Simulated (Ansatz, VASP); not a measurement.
BP: VASP beside Ansatz

Contents of INCAR:

```
SYSTEM = BP
PREC = Accurate ; ENCUT = 500
EDIFF = 1E-6 ; ISMEAR = 0
SIGMA = 0.05 ; LREAL = .False.
LASPH = .True. ; NELM = 120
ALGO = Normal ; ISIF = 2
LWAVE = .False. ; LCHARG = .False.
GGA = PS ; NBANDS = 11
GGA_COMPAT = .False.
```

File KPOINTS:

```
regular mesh
0
Gamma
  10 10 10
  0 0 0
```

Contents of POSCAR:

```
BP
1.0
    0.0000000000      2.2599777129      2.2599777129
    2.2599777129      0.0000000000      2.2599777129
    2.2599777129      2.2599777129      0.0000000000
B P
1 1
Direct
    0.0000000000      0.0000000000      0.0000000000
    0.7500000000      0.7500000000      0.7500000000
```

Input for Ansatz:

```yaml
crystal:
  lattice:
    - [0.0, 2.2599777129, 2.2599777129]
    - [2.2599777129, 0.0, 2.2599777129]
    - [2.2599777129, 2.2599777129, 0.0]
  atoms:
    - { symbol: B, position: [0.0, 0.0, 0.0] }
    - { symbol: P, position: [0.75, 0.75, 0.75] }
basis:
  ecutwfc: 520.0
kpoints:
  mp_grid: { grid: [10, 10, 10] }
hamiltonian:
  xc: pbesol
scf:
  occupations: { method: gaussian, width: 0.05 }
output:
  forces: true
  stress: true
  eigenvalues: true
```

Alike in both runs: task single point; functional PBEsol; k mesh 10 × 10 × 10; occupations gaussian, width 0.05 eV; no spin polarisation.

|  | VASP | Ansatz |
| --- | --- | --- |
| version | VASP 6.6.1 | Ansatz 0.2.0 |
| potentials or method | VASP PAW PBE potentials, release 64 (B, P), cutoff 500 eV | scalar-relativistic, plane waves, PAW |
| valence electrons in the cell | 8 | 8 |

```tsv
	VASP	Ansatz	Ansatz less VASP
gap on the k mesh at the Fermi level (eV)	1.12	1.12	+0.004
least direct gap on the mesh (eV)	3.37	3.38	+0.006
pressure (GPa)	0.1	0.0	-0.12
```

VASP's potentials were made for PBE, not for PBEsol. The functional is the same, so the differences come from potentials, cutoffs and numerics.
